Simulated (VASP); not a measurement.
Set up this calculation in VASP 6.6.1, as the native input.

| Property | Result |
| --- | --- |
| Task | relaxation of cell and atoms |
| Functional | LDA |
| Potentials or basis | VASP PAW LDA potentials, release 64 (Sn_d, Au) |
| Cutoff | 600 eV |
| k mesh | 12 × 12 × 8 |
| Occupations | gaussian, width 0.1 eV |
| Spin | no spin polarisation |
| Dipole correction | no |
| Further INCAR settings | ALGO = Normal; EDIFF = 1e-06; IBRION = 2; EDIFFG = -0.005; NSW = 100; ISIF = 3 |

The structure of SnAu lies in POSCAR:

```
SnAu
1.0
    4.3139984447      0.0000000000      0.0000000000
   -2.1569992223      3.7360322450      0.0000000000
    0.0000000000      0.0000000000      5.5120000000
Sn Au
2 2
Direct
    0.3333333333      0.6666666667      0.2500000000
    0.6666666667      0.3333333333      0.7500000000
    0.0000000000      0.0000000000      0.0000000000
    0.0000000000      0.0000000000      0.5000000000
```

These files were run (other wordings do the same):

INCAR

```
PREC = Accurate
ENCUT = 600
EDIFF = 1E-6
ISMEAR = 0
SIGMA = 0.1
LREAL = F
LASPH = T
NELM = 100
ALGO = Normal
ISIF = 3
LWAVE = F
LCHARG = F
GGA = CA
IBRION = 2
NSW = 100
EDIFFG = -0.005
```

KPOINTS

```
Automatic mesh
0
Gamma
  12 12 8
```

Potentials or basis: VASP PAW LDA potentials, release 64 (Sn_d, Au).

Command:

```sh
$ cat potpaw_LDA.64/Sn_d/POTCAR potpaw_LDA.64/Au/POTCAR > POTCAR
$ mpirun -np 1 vasp_std > vasp.out
```

Results of the run:

```
Relaxed volume                         : 22.03 Å³/atom
Relaxed cell                           : a = 4.296 Å, b = 4.296 Å, c = 5.513 Å, α = 90.00°, β = 90.00°, γ = 120.00°
Space group after relaxing (to 0.05 Å) : P6_3/mmc (No. 194)
Energy gained by relaxing              : 0.5 meV/atom
Ionic steps                            : 12
Pressure after relaxing                : 0.0 GPa
Band gap on the k mesh                 : zero (band 25 reaches 11.22 eV, above the bottom of band 26 at 6.31 eV)
```

Caveat: spin-orbit coupling is left out, which moves the levels of the heavy elements.

It took 16 min on 1 thread of Intel(R) Xeon(R) Platinum 8259CL CPU @ 2.50GHz (Skylake/Cascade Lake), with other jobs on the host, peak memory 0.4 GiB.
